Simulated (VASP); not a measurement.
# MoS2 (R3m) in VASP: notebook, part 2 of 2

VASP 6.6.1. The steps go on from the part before.

**6. Single point, PBEsol (z stretched by -0.5 %, x and y held)**

The input, INCAR:

```
SYSTEM = MoS2
PREC = Accurate ; ENCUT = 520
EDIFF = 1E-6 ; ISMEAR = 0
SIGMA = 0.01 ; LREAL = .False.
LASPH = .True. ; NELM = 80
ALGO = Normal ; ISIF = 2
LWAVE = .False. ; LCHARG = .True.
GGA = PS ; LELF = .True.
LVHAR = .True. ; NBANDS = 20
```

The input, KPOINTS:

```
Automatic mesh
0
Gamma
  8 8 8
  0 0 0
```

The input, POSCAR:

```
MoS2
1.0
    1.5715694881      0.9073460670      6.2493476413
   -1.5715694881      0.9073460670      6.2493476413
    0.0000000000     -1.8146921340      6.2493476413
Mo S
1 2
Direct
    0.0001005395      0.0001005395      0.0001005395
    0.2503521413      0.2503521413      0.2503521413
    0.4165473192      0.4165473192      0.4165473192
```

Potentials or basis: VASP PAW PBE potentials, release 64 (Mo_sv, S).

The run is started by

```console
cat potpaw_PBE.64/Mo_sv/POTCAR potpaw_PBE.64/S/POTCAR > POTCAR
mpirun -np 1 vasp_std > vasp.out
```

OUTCAR:

```text
SYSTEM = MoS2
   PREC = Accurate
   ENCUT = 520
   EDIFF = 1E-6
   ISMEAR = 0
   LREAL = .False.
   LASPH = .True.
   NELM = 80
   ISIF = 2
   GGA = PS

 ion  position               nearest neighbor table
   1  0.000  0.000  0.000-   2 2.39   2 2.39   2 2.39   3 2.39   3 2.39   3 2.39
   2  0.250  0.250  0.250-   1 2.39   1 2.39   1 2.39
   3  0.417  0.417  0.417-   1 2.39   1 2.39   1 2.39

  LATTYP: Found a trigonal (rhomboedric) cell.
 ALAT       =     6.5074921040
 COS(alpha) =     0.8833539940

  Lattice vectors:

 A1 = (   1.5715694881,   0.9073460670,   6.2493476413)
 A2 = (  -1.5715694881,   0.9073460670,   6.2493476413)
 A3 = (   0.0000000000,  -1.8146921340,   6.2493476413)

Analysis of symmetry for initial positions (statically):
=====================================================================
 Subroutine PRICEL returns:
 Original cell was already a primitive cell.

 Routine SETGRP: Setting up the symmetry group for a
 trigonal (rhombohedral) supercell.

 Subroutine GETGRP returns: Found  6 space group operations
 (whereof  6 operations were pure point group operations)
[... 163 lines left out ...]

  energy without entropy =      -23.45002925  energy(sigma->0) =      -23.45002925

 E-fermi :   7.6004     XC(G=0): -10.9629

 val. band max:        7.3718377870   @ k =   0.5000   0.5000   0.5000
 cond. band min:       8.4646402167   @ k =  -0.2500   0.1250  -0.0000
 fundamental gap:      1.0928024298
 Fermi energy:         7.6003711470

 k-point     1 :       0.0000    0.0000    0.0000
  band No.  band energies     occupation
      1     -53.9546      2.00000
      2     -28.1666      2.00000
      3     -27.9040      2.00000
      4     -27.9040      2.00000
      5      -7.6023      2.00000
      6      -5.9443      2.00000
[... 541 lines left out ...]
     19      15.9122      0.00000
     20      16.1461      0.00000

 [... further k-points ...]

------------------------ aborting loop because EDIFF is reached ----------------------------------------

  FORCE on cell =-STRESS in cart. coord.  units (eV):
  Direction    XX          YY          ZZ          XY          YZ          ZX
  --------------------------------------------------------------------------------------
  -------------------------------------------------------------------------------------
  Total        0.0123196      0.0123196      0.0240575      0.0000000      0.0000000      0.0000000
  in kB        0.3691594      0.3691594      0.7208894      0.0000000      0.0000000      0.0000000
  external PRESSURE =       0.4864027 kB  Pullay stress =       0.0000000 kB

 VOLUME and BASIS-vectors are now :
 -----------------------------------------------------------------------------
  energy-cutoff  :      520.00
  volume of cell :       53.47
      direct lattice vectors                 reciprocal lattice vectors
     1.571569488  0.907346067  6.249347641     0.318153288  0.183685886  0.053338901
    -1.571569488  0.907346067  6.249347641    -0.318153288  0.183685886  0.053338901
     0.000000000 -1.814692134  6.249347641     0.000000000 -0.367371773  0.053338901

 POSITION                                       TOTAL-FORCE (eV/Angst)
 -----------------------------------------------------------------------------------
      0.00000      0.00000      0.00188         0.000000     -0.000000      0.000019
      0.00000      0.00000      4.69361         0.000000      0.000000     -0.000433
      0.00000      0.00000      7.80945         0.000000      0.000000      0.000414
 -----------------------------------------------------------------------------------
    total drift:                               -0.000000     -0.000000      0.000000

  FREE ENERGIE OF THE ION-ELECTRON SYSTEM (eV)
  ---------------------------------------------------
  free  energy   TOTEN  =       -23.4500292500 eV

  energy  without entropy=      -23.4500292500  energy(sigma->0) =      -23.45002925
```

stdout:

```text
POSCAR found type information on POSCAR MoS
 POSCAR found :  2 types and       3 ions
 scaLAPACK will be used
 -----------------------------------------------------------------------------
|                                                                             |
|                                                                             |
|     You enforced a specific xc type in the INCAR file but a different       |
|     I HOPE YOU KNOW WHAT YOU ARE DOING!                                     |
|                                                                             |
 -----------------------------------------------------------------------------

 LDA part: xc-table for (Slater+PW92), standard interpolation
 POSCAR, INCAR and KPOINTS ok, starting setup
 FFT: planning ... GRIDC
 FFT: planning ... GRID_SOFT
 FFT: planning ... GRID
 WAVECAR not read
 entering main loop
```

It took 3.7 min on 1 thread of Intel Xeon Platinum 8375C at 2.90GHz (Ice Lake), shared host; peak memory 0.34 GiB.

Results:

```
Free energy            : -23.4500 eV
Pressure               : 0.0 GPa
Band gap on the k mesh : 1.09 eV (least direct gap 2.10 eV)
```

Levels at points of the mesh, in eV from the valence-band top:
```csv
k point,band 10,band 11,band 12,band 13,band 14,band 15,band 16,band 17
"(0.00, 0.00, 0.00)",-2.11,-2.11,-1.30,-1.18,2.21,2.21,2.58,2.58
"(0.50, 0.00, 0.00)",-3.87,-2.32,-1.45,-1.39,1.79,2.18,3.57,3.65
"(0.50, 0.50, 0.00)",-3.81,-2.85,-1.61,-1.22,1.75,2.32,3.11,4.02
"(0.50, 0.50, 0.50)",-3.26,-2.09,-2.09,0.00,2.29,2.29,2.47,2.47
```

Caveat: the cell differs from its parent crystal (z stretched by -0.5 %, x and y held); the PAW data sets were made with another functional, which shifts forces and pressure a little.

**7. Summary**

| task | cell | gap on the mesh (eV) | pressure (GPa) |
| --- | --- | --- | --- |
| relaxation of the atoms | atoms relaxed from a = 6.568 Å, angles 27.7°, 3 atoms, atomic positions A | 1.15 | -0.1 |
| single point | a = 6.505 Å, angles 27.8°, 3 atoms, atomic positions B | 1.11 | 1.0 |
| single point | a = 6.538 Å, angles 27.8°, 3 atoms, atomic positions A | 1.12 | 0.0 |
| single point | a = 6.507 Å, angles 28.0°, 3 atoms, atomic positions A | 1.09 | 0.0 |

Alike in all rows: level PBEsol; potentials or basis VASP PAW PBE potentials, release 64 (Mo_sv, S); no spin polarisation; k mesh 8 × 8 × 8; cutoff (eV) 520; smearing gaussian 0.01 eV.

Caveats: the PAW data sets were made with another functional, which shifts forces and pressure a little.

Absolute energies hang on the potentials; compare differences alone.
